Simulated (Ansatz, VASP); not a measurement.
**As: VASP beside Ansatz**

The input INCAR:

```
SYSTEM = As
ALGO = Normal
DIPOL = 0.5 0.5 0.500
EDIFF = 1E-7
ENCUT = 520
GGA = CA
IDIPOL = 3
ISIF = 2
ISMEAR = 0
LASPH = .TRUE.
LCHARG = .FALSE.
LDIPOL = .TRUE.
LREAL = .FALSE.
LWAVE = .FALSE.
NBANDS = 12
NELM = 60
PREC = Accurate
SIGMA = 0.02
```

The input KPOINTS:

```
k-points
0
G
  9 9 1
  0 0 0
```

Contents of POSCAR:

```
As
1.0
    3.3500000000      0.0000000000      0.0000000000
   -1.6750000000      2.9011851027      0.0000000000
    0.0000000000      0.0000000000     28.0000000000
As
2
Direct
    0.3333333333      0.6666666667      0.5158571429
    0.6666666667      0.3333333333      0.4841428571
```

Input for Ansatz:

```yaml
crystal:
  lattice:
    - [3.35, 0.0, 0.0]
    - [-1.675, 2.9011851027, 0.0]
    - [0.0, 0.0, 28.0]
  atoms:
    - { symbol: As, position: [0.3333333333, 0.6666666667, 0.5158571429] }
    - { symbol: As, position: [0.6666666667, 0.3333333333, 0.4841428571] }
  periodic: [true, true, false]
basis:
  ecutwfc: 420
kpoints:
  mp_grid: { grid: [9, 9, 1] }
hamiltonian:
  xc: lda
scf:
  occupations: { method: gaussian, width: 0.02 }
output:
  forces: true
  stress: true
  eigenvalues: true
```

Alike in both runs: task single point; functional LDA; k mesh 9 × 9 × 1; occupations gaussian, width 0.02 eV; no spin polarisation.

```csv
,VASP,Ansatz
version,VASP 6.6.1,Ansatz 0.2.0
potentials or method,"VASP PAW LDA potentials, release 64 (As), cutoff 520 eV","scalar-relativistic, plane waves, PAW"
valence electrons in the cell,10,30
```

```csv
,VASP,Ansatz,Ansatz less VASP
gap on the k mesh at the Fermi level (eV),none,none,-
rms of the force components (eV/Å),4.812,4.779,-0.0329
```

LDA's correlation is that of Perdew and Zunger in VASP and of Perdew and Wang (1992) in Ansatz. Atom by atom the forces differ by 0.033 eV/Å (rms over components). A gap of «none» marks a metal or a gap that the smearing closes. VASP's potentials hold 10 valence electrons a cell and Ansatz's 30, so a difference there can come from the potentials and not from the codes.
